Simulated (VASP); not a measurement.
A run of VASP 6.6.1 is set up as follows.

The input INCAR:

```
SYSTEM = ZnCl4
PREC = Accurate
ENCUT = 520
EDIFF = 1E-6
ISMEAR = 0
SIGMA = 0.1
LREAL = .FALSE.
LASPH = .TRUE.
NELM = 100
ALGO = Normal
ISIF = 2
LWAVE = .FALSE.
LCHARG = .TRUE.
GGA = PE
LELF = .TRUE.
LVHAR = .TRUE.
NBANDS = 28
```

The input KPOINTS:

```
regular mesh
0
G
  8 8 8
  0 0 0
```

The input POSCAR:

```
ZnCl4
1.0
   -3.0732621867      3.0732621867      3.0732621867
    3.0732621867     -3.0732621867      3.0732621867
    3.0732621867      3.0732621867     -3.0732621867
Zn Cl
1 4
Direct
    0.0000000000      0.0000000000      0.0000000000
    0.0000000000      0.0000000000      0.5000000000
    0.0000000000      0.5000000000      0.0000000000
    0.5000000000      0.0000000000      0.0000000000
    0.5000000000      0.5000000000      0.5000000000
```

Potentials or basis: VASP PAW PBE potentials, release 64 (Zn, Cl).

Run with:

```bash
$ cat potpaw_PBE.64/Zn/POTCAR potpaw_PBE.64/Cl/POTCAR > POTCAR
$ mpirun -np 1 vasp_std > vasp.out
```

Question: Estimate the band gap on the k mesh.

Answer: Zero (band 20 reaches 1.11 eV, above the bottom of band 21 at -0.86 eV).

Question: Predict the pressure.

Answer: -0.1 GPa.
